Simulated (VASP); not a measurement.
# NaCl (I4/mmm) in VASP: notebook, part 3 of 3

VASP 6.6.1. Earlier steps stand in the parts before.

### 6 Single point, PBE

This run uses another cell than the first one, of the same volume but with other edges.

File INCAR:

```
PREC = Accurate ; ENCUT = 520
EDIFF = 1E-6 ; ISMEAR = 0
SIGMA = 0.05 ; LREAL = False
LASPH = True ; NELM = 80
ALGO = Normal ; ISIF = 2
LWAVE = False ; LCHARG = True
GGA = PE ; LELF = True
LVHAR = True ; NBANDS = 14
```

File KPOINTS:

```
Automatic mesh
0
Gamma
  8 8 8
```

File POSCAR:

```
NaCl
1.0
    0.0000000000      2.4737614810      3.7106422215
    2.4737614810      0.0000000000      3.7106422215
    2.4737614810      2.4737614810      0.0000000000
Na Cl
1 1
Direct
    0.0000000000      0.0000000000      0.0000000000
    0.5000000000      0.5000000000      0.5000000000
```

Potentials or basis: VASP PAW PBE potentials, release 64 (Na_pv, Cl).

Run with:

```
$ cat potpaw_PBE.64/Na_pv/POTCAR potpaw_PBE.64/Cl/POTCAR > POTCAR
$ mpirun -np 1 vasp_std > vasp.out
```

OUTCAR:

```text
PREC = Accurate
   ENCUT = 520
   EDIFF = 1E-6
   ISMEAR = 0
   LREAL = False
   LASPH = True
   NELM = 80
   ISIF = 2
   GGA = PE

 ion  position               nearest neighbor table
   1  0.000  0.000  0.000-   2 2.47   2 2.47   2 2.47   2 2.47
   2  0.500  0.500  0.500-   1 2.47   1 2.47   1 2.47   1 2.47

  LATTYP: Found a body centered tetragonal cell.
 ALAT       =     3.4984270365
 C/A-ratio  =     2.1213203436

  Lattice vectors:

 A1 = (  -2.4737614810,   0.0000000000,   3.7106422215)
 A2 = (   2.4737614810,   0.0000000000,   3.7106422215)
 A3 = (   0.0000000000,   2.4737614810,  -3.7106422215)

Analysis of symmetry for initial positions (statically):
=====================================================================
 Subroutine PRICEL returns:
 Original cell was already a primitive cell.

 Routine SETGRP: Setting up the symmetry group for a
 body centered tetragonal supercell.

 Subroutine GETGRP returns: Found 16 space group operations
 (whereof 16 operations were pure point group operations)
 out of a pool of 16 trial point group operations.

The static configuration has the point symmetry D_4h.

Analysis of symmetry for dynamics (positions and initial velocities):
=====================================================================
 Subroutine PRICEL returns:
 Original cell was already a primitive cell.

 Routine SETGRP: Setting up the symmetry group for a
 body centered tetragonal supercell.

 Subroutine GETGRP returns: Found 16 space group operations
 (whereof 16 operations were pure point group operations)
 out of a pool of 16 trial point group operations.

The dynamic configuration has the point symmetry D_4h.

 Subroutine INISYM returns: Found 16 space group operations
 (whereof 16 operations are pure point group operations),
 and found     1 'primitive' translations

----------------------------------------------------------------------------------------

                                     Primitive cell

  volume of cell :      45.4145

  direct lattice vectors                    reciprocal lattice vectors
[... 121 lines left out ...]
  volume of cell :       45.41
 maximum number of plane-waves:      1240
 NGX is ok and might be reduce to    36

 number of electron      14.0000004 magnetization

 Free energy of the ion-electron system (eV)
  ---------------------------------------------------
  ext. energy  EPLUGINS =         0.00000000
  ---------------------------------------------------
  free energy    TOTEN  =        -6.23374353 eV

  energy without entropy =       -6.23374353  energy(sigma->0) =       -6.23374353

 E-fermi :  -0.5820     XC(G=0):  -7.8951

 val. band max:       -0.7844910952   @ k =   0.0000   0.0000   0.0000
 cond. band min:       4.2523718627   @ k =   0.0000   0.0000   0.0000
 fundamental gap:      5.0368629579
 Fermi energy:        -0.5820456326

 k-point     1 :       0.0000    0.0000    0.0000
  band No.  band energies     occupation
      1     -21.3973      2.00000
      2     -21.3469      2.00000
      3     -21.3469      2.00000
      4     -13.7090      2.00000
      5      -1.2433      2.00000
      6      -0.7845      2.00000
      7      -0.7845      2.00000
      8       4.2524      0.00000
      9       8.9177      0.00000
     10      10.4812      0.00000
     11      12.0030      0.00000
     12      12.0030      0.00000
     13      13.1620      0.00000
     14      14.6680      0.00000
[... 377 lines left out ...]
      1     -21.4196      2.00000
      2     -21.3949      2.00000
      3     -21.3475      2.00000
      4     -13.2656      2.00000
      5      -2.7031      2.00000
      6      -1.3222      2.00000
      7      -1.1154      2.00000
      8       6.4738      0.00000
      9       8.4363      0.00000
     10      10.4576      0.00000
     11      11.5075      0.00000
     12      13.0146      0.00000
     13      14.0645      0.00000
     14      15.7837      0.00000

 [... further k-points ...]

------------------------ aborting loop because EDIFF is reached ----------------------------------------

  FORCE on cell =-STRESS in cart. coord.  units (eV):
  Direction    XX          YY          ZZ          XY          YZ          ZX
  --------------------------------------------------------------------------------------
  -------------------------------------------------------------------------------------
  Total        4.0915389      4.0915389     -0.3426211      0.0000000      0.0000000      0.0000000
  in kB      144.3452659    144.3452659    -12.0873171      0.0000000      0.0000000      0.0000000
  external PRESSURE =      92.2010716 kB  Pullay stress =       0.0000000 kB

 VOLUME and BASIS-vectors are now :
 -----------------------------------------------------------------------------
  energy-cutoff  :      520.00
  volume of cell :       45.41
      direct lattice vectors                 reciprocal lattice vectors
     0.000000000  2.473761481  3.710642222    -0.202121346  0.202121346  0.134747564
     2.473761481  0.000000000  3.710642222     0.202121346 -0.202121346  0.134747564
     2.473761481  2.473761481  0.000000000     0.202121346  0.202121346 -0.134747564

 POSITION                                       TOTAL-FORCE (eV/Angst)
 -----------------------------------------------------------------------------------
      0.00000      0.00000      0.00000         0.000000     -0.000000     -0.000000
      2.47376      2.47376      3.71064        -0.000000      0.000000      0.000000
 -----------------------------------------------------------------------------------
    total drift:                                0.000000      0.000000      0.000000

  FREE ENERGIE OF THE ION-ELECTRON SYSTEM (eV)
  ---------------------------------------------------
  free  energy   TOTEN  =        -6.2337435313 eV

  energy  without entropy=       -6.2337435313  energy(sigma->0) =       -6.23374353
```

OSZICAR:

```text
N       E                     dE             d eps       ncg     rms          rms(c)
DAV:   1     0.104336938951E+03    0.10434E+03   -0.70702E+03  1658   0.101E+03
DAV:   2     0.229857282074E+01   -0.10204E+03   -0.93021E+02  1830   0.275E+02
DAV:   3    -0.640915363697E+01   -0.87077E+01   -0.86565E+01  2174   0.744E+01
DAV:   4    -0.655366468478E+01   -0.14451E+00   -0.14446E+00  1856   0.104E+01
DAV:   5    -0.655664091548E+01   -0.29762E-02   -0.29761E-02  2170   0.153E+00    0.252E+00
DAV:   6    -0.625666560183E+01    0.29998E+00   -0.44662E-01  2126   0.409E+00    0.187E+00
DAV:   7    -0.622497417341E+01    0.31691E-01   -0.13689E-01  2080   0.223E+00    0.128E+00
DAV:   8    -0.623338909309E+01   -0.84149E-02   -0.14482E-02  1730   0.968E-01    0.286E-01
DAV:   9    -0.623331678158E+01    0.72312E-04   -0.46832E-04  2110   0.206E-01    0.127E-01
DAV:  10    -0.623374511311E+01   -0.42833E-03   -0.57229E-04  1730   0.205E-01    0.380E-02
DAV:  11    -0.623374064515E+01    0.44680E-05   -0.23745E-05  2168   0.576E-02    0.537E-03
DAV:  12    -0.623374324841E+01   -0.26033E-05   -0.42894E-06  1760   0.221E-02    0.157E-03
DAV:  13    -0.623374353128E+01   -0.28287E-06   -0.31784E-07  2052   0.509E-03
   1 F= -.62337435E+01 E0= -.62337435E+01  d E =-.167544E-10
```

stdout:

```text
POSCAR found type information on POSCAR NaCl
 POSCAR found :  2 types and       2 ions
 scaLAPACK will be used
 LDA part: xc-table for (Slater+PW92), standard interpolation
 POSCAR, INCAR and KPOINTS ok, starting setup
 FFT: planning ... GRIDC
 FFT: planning ... GRID_SOFT
 FFT: planning ... GRID
 WAVECAR not read
 entering main loop
```

It took 48 s on 1 thread of Intel Xeon 8259CL, shared host; peak memory 0.19 GiB.

Results:

- Free energy: -6.2337 eV
- Pressure: 9.2 GPa
- Band gap on the k mesh: 5.04 eV

Levels at points of the mesh, in eV from the valence-band top:
```csv
k point,band 3,band 4,band 5,band 6,band 7,band 8,band 9,band 10,band 11,band 12
"(0.00, 0.00, 0.00)",-20.56,-12.92,-0.46,0.00,0.00,5.04,9.70,11.27,12.79,12.79
"(0.50, 0.00, 0.00)",-20.55,-12.42,-2.28,-0.66,-0.06,7.10,10.11,10.46,13.22,14.71
"(0.50, 0.50, 0.00)",-20.56,-12.80,-1.71,-0.12,-0.12,8.50,8.93,8.93,15.76,15.92
"(0.50, 0.00, 0.50)",-20.61,-12.31,-1.75,-1.49,-0.33,8.14,8.24,12.20,12.33,12.62
```

Caveat: the cell stands under pressure.

### 7 Single point, PBE

This run uses another cell than the first one, of the same volume but with other edges.

File INCAR:

```
ALGO     = Normal         # electronic algorithm
EDIFF    = 1E-6           # SCF threshold, eV
ENCUT    = 520            # plane-wave cutoff, eV
GGA      = PE             # functional
ISIF     = 2              # what is computed and relaxed
ISMEAR   = 0              # smearing method
LASPH    = True           # aspherical terms in the spheres
LCHARG   = False          # write CHGCAR
LREAL    = False          # projectors in reciprocal space
LWAVE    = False          # write WAVECAR
NBANDS   = 14             # bands
NELM     = 80             # most SCF steps
PREC     = Accurate       # precision mode
SIGMA    = 0.05           # smearing width, eV
```

File KPOINTS:

```
k-points
0
Gamma
  8 8 8
```

File POSCAR:

```
NaCl
1.0
    0.0000000000      2.8705459168      2.7557240802
    2.8705459168      0.0000000000      2.7557240802
    2.8705459168      2.8705459168      0.0000000000
Na Cl
1 1
Direct
    0.0000000000      0.0000000000      0.0000000000
    0.5000000000      0.5000000000      0.5000000000
```

Potentials or basis: VASP PAW PBE potentials, release 64 (Na_pv, Cl).

Run with:

```
$ cat potpaw_PBE.64/Na_pv/POTCAR potpaw_PBE.64/Cl/POTCAR > POTCAR
$ mpirun -np 1 vasp_std > vasp.out
```

OUTCAR:

```text
EDIFF = 1E-6
   ENCUT = 520
   GGA = PE
   ISIF = 2
   ISMEAR = 0
   LASPH = True
   LREAL = False
   NELM = 80
   PREC = Accurate

 ion  position               nearest neighbor table
   1  0.000  0.000  0.000-
   2  0.500  0.500  0.500-

  LATTYP: Found a body centered tetragonal cell.
 ALAT       =     4.0595649670
 C/A-ratio  =     1.3576450199

  Lattice vectors:

 A1 = (   0.0000000000,  -2.8705459168,  -2.7557240802)
 A2 = (   0.0000000000,   2.8705459168,  -2.7557240802)
 A3 = (   2.8705459168,   0.0000000000,   2.7557240802)

Analysis of symmetry for initial positions (statically):
=====================================================================
 Subroutine PRICEL returns:
 Original cell was already a primitive cell.

 Routine SETGRP: Setting up the symmetry group for a
 body centered tetragonal supercell.

 Subroutine GETGRP returns: Found 16 space group operations
 (whereof 16 operations were pure point group operations)
 out of a pool of 16 trial point group operations.

The static configuration has the point symmetry D_4h.

Analysis of symmetry for dynamics (positions and initial velocities):
=====================================================================
 Subroutine PRICEL returns:
 Original cell was already a primitive cell.

 Routine SETGRP: Setting up the symmetry group for a
 body centered tetragonal supercell.

 Subroutine GETGRP returns: Found 16 space group operations
 (whereof 16 operations were pure point group operations)
 out of a pool of 16 trial point group operations.

The dynamic configuration has the point symmetry D_4h.

 Subroutine INISYM returns: Found 16 space group operations
 (whereof 16 operations are pure point group operations),
 and found     1 'primitive' translations

----------------------------------------------------------------------------------------

                                     Primitive cell

[... 119 lines left out ...]
   LEPSILON=     F    determine dielectric tensor
   LRPA    =     F    only Hartree local field effects (RPA)
 non-spin polarized calculation
 Gauss-broadening in eV      SIGMA  =   0.05
  energy-cutoff  :      520.00
  volume of cell :       45.41
 maximum number of plane-waves:      1246
 NGX is ok and might be reduce to    30

 number of electron      14.0000002 magnetization

 Free energy of the ion-electron system (eV)
  ---------------------------------------------------
  ext. energy  EPLUGINS =         0.00000000
  ---------------------------------------------------
  free energy    TOTEN  =        -6.77026034 eV

  energy without entropy =       -6.77026034  energy(sigma->0) =       -6.77026034

 E-fermi :  -0.4930     XC(G=0):  -8.1109

 val. band max:       -0.7924827842   @ k =   0.0000   0.0000   0.0000
 cond. band min:       4.2564295929   @ k =   0.0000   0.0000   0.0000
 fundamental gap:      5.0489123771
 Fermi energy:        -0.4930381150

 k-point     1 :       0.0000    0.0000    0.0000
  band No.  band energies     occupation
      1     -21.6447      2.00000
      2     -21.6447      2.00000
      3     -21.6386      2.00000
      4     -13.4368      2.00000
      5      -0.8299      2.00000
      6      -0.7925      2.00000
      7      -0.7925      2.00000
      8       4.2564      0.00000
      9      10.2119      0.00000
     10      10.2119      0.00000
     11      10.5135      0.00000
     12      12.2002      0.00000
     13      12.6898      0.00000
     14      14.0466      0.00000
[... 377 lines left out ...]
      1     -21.6626      2.00000
      2     -21.6478      2.00000
      3     -21.6426      2.00000
      4     -13.1810      2.00000
      5      -2.2566      2.00000
      6      -1.1366      2.00000
      7      -1.0752      2.00000
      8       6.5465      0.00000
      9       8.9248      0.00000
     10       9.7094      0.00000
     11      10.8368      0.00000
     12      12.6997      0.00000
     13      14.0554      0.00000
     14      15.3585      0.00000

 [... further k-points ...]

------------------------ aborting loop because EDIFF is reached ----------------------------------------

  FORCE on cell =-STRESS in cart. coord.  units (eV):
  Direction    XX          YY          ZZ          XY          YZ          ZX
  --------------------------------------------------------------------------------------
  -------------------------------------------------------------------------------------
  Total       -0.0228193     -0.0228193      0.4719950      0.0000000      0.0000000      0.0000000
  in kB       -0.8050412     -0.8050412     16.6514954      0.0000000      0.0000000      0.0000000
  external PRESSURE =       5.0138043 kB  Pullay stress =       0.0000000 kB

 VOLUME and BASIS-vectors are now :
 -----------------------------------------------------------------------------
  energy-cutoff  :      520.00
  volume of cell :       45.41
      direct lattice vectors                 reciprocal lattice vectors
     0.000000000  2.870545917  2.755724080    -0.174182896  0.174182896  0.181440516
     2.870545917  0.000000000  2.755724080     0.174182896 -0.174182896  0.181440516
     2.870545917  2.870545917  0.000000000     0.174182896  0.174182896 -0.181440516

 POSITION                                       TOTAL-FORCE (eV/Angst)
 -----------------------------------------------------------------------------------
      0.00000      0.00000      0.00000         0.000000      0.000000     -0.000000
      2.87055      2.87055      2.75572        -0.000000     -0.000000      0.000000
 -----------------------------------------------------------------------------------
    total drift:                               -0.000000      0.000000      0.000000

  FREE ENERGIE OF THE ION-ELECTRON SYSTEM (eV)
  ---------------------------------------------------
  free  energy   TOTEN  =        -6.7702603371 eV

  energy  without entropy=       -6.7702603371  energy(sigma->0) =       -6.77026034
```

OSZICAR:

```text
N       E                     dE             d eps       ncg     rms          rms(c)
DAV:   1     0.100689303136E+03    0.10069E+03   -0.70720E+03  1666   0.100E+03
DAV:   2     0.152046299477E+01   -0.99169E+02   -0.91146E+02  1786   0.266E+02
DAV:   3    -0.683194258088E+01   -0.83524E+01   -0.83000E+01  2138   0.726E+01
DAV:   4    -0.696908937956E+01   -0.13715E+00   -0.13709E+00  1952   0.995E+00
DAV:   5    -0.697200722802E+01   -0.29178E-02   -0.29177E-02  2206   0.150E+00    0.215E+00
DAV:   6    -0.677613646527E+01    0.19587E+00   -0.32778E-01  2046   0.329E+00    0.160E+00
DAV:   7    -0.676442875264E+01    0.11708E-01   -0.82270E-02  2254   0.163E+00    0.109E+00
DAV:   8    -0.677026061038E+01   -0.58319E-02   -0.10162E-02  1868   0.860E-01    0.298E-01
DAV:   9    -0.677014507319E+01    0.11554E-03   -0.21971E-04  2120   0.114E-01    0.165E-01
DAV:  10    -0.677027201806E+01   -0.12694E-03   -0.34625E-04  1910   0.141E-01    0.702E-02
DAV:  11    -0.677026027071E+01    0.11747E-04   -0.20702E-05  2144   0.411E-02    0.162E-02
DAV:  12    -0.677026033711E+01   -0.66393E-07   -0.25337E-06  1928   0.143E-02
   1 F= -.67702603E+01 E0= -.67702603E+01  d E =-.291994E-19
```

It took 40 s on 1 thread of Intel Xeon 8259CL, shared host; peak memory 0.18 GiB.

Results:

| Item | Value |
| --- | --- |
| Free energy | -6.7703 eV |
| Pressure | 0.5 GPa |
| Band gap on the k mesh | 5.05 eV |

 A k mesh can miss the band edges.

### 8 Overview

| cell | gap on the mesh (eV) | pressure (GPa) |
| --- | --- | --- |
| a = 4.255, b = 4.255, c = 3.669 Å, angles 64.5, 64.5, 51.1°, 2 atoms | 5.11 | 4.2 |
| a = 3.956, b = 3.956, c = 4.118 Å, angles 58.6, 58.6, 62.7°, 2 atoms | 5.04 | 0.9 |
| a = 4.078, b = 4.078, c = 3.879 Å, angles 61.6, 61.6, 56.8°, 2 atoms | 5.04 | 0.9 |
| a = 3.899, b = 3.899, c = 4.623 Å, angles 53.6, 53.6, 72.7°, 2 atoms | 5.00 | 18.2 |
| a = 4.460, b = 4.460, c = 3.498 Å, angles 66.9, 66.9, 46.2°, 2 atoms | 5.04 | 9.2 |
| a = 3.979, b = 3.979, c = 4.060 Å, angles 59.3, 59.3, 61.3°, 2 atoms | 5.05 | 0.5 |

Alike in all rows: task single point; level PBE; potentials or basis VASP PAW PBE potentials, release 64 (Na_pv, Cl); no spin polarisation; k mesh 8 × 8 × 8; cutoff (eV) 520; smearing gaussian 0.05 eV.

Caveats: the cell stands under pressure (at least some runs).

Total energies depend on the potentials used, so only differences within one code and one set of settings carry meaning.
